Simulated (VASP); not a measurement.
MgO, 4 atoms in the cell. Symmetry: P6_3/mmc, No. 194, hexagonal system. The conventional cell has a = 3.486 Å, b = 3.486 Å, c = 4.178 Å, α = 90.00°, β = 90.00°, γ = 120.00°. Mg (site symmetry -6m2) has 5 O at 2.01 to 2.09 Å within 2.7 Å. O (site symmetry -6m2) has 5 Mg at 2.01 to 2.09 Å within 2.7 Å. 

```yaml
Program: VASP 6.6.1
Task: single point
Functional: PBE
Potentials_or_basis: VASP PAW PBE potentials, release 64 (Mg, O)
Cutoff: 520 eV
k_mesh: 9 × 9 × 7
Occupations: fermi-dirac, width 0.05 eV
Spin: no spin polarisation
Dipole_correction: no
Further_INCAR_settings: ALGO = Normal; EDIFF = 1e-06; NBANDS = 16
```

Potentials or basis: VASP PAW PBE potentials, release 64 (Mg, O).

Launch:

```console
$ cat potpaw_PBE.64/Mg/POTCAR potpaw_PBE.64/O/POTCAR > POTCAR
$ mpirun -np 1 vasp_std > vasp.out
```

Hardware: 1 thread of Intel Xeon 8259CL, with other jobs on the host.

Task: How long does it take, and how much memory?

Result: It took 45 s on 1 thread of Intel Xeon 8259CL, on a shared host, peak memory 0.18 GiB. Counts: scf iterations 12, k points 48.
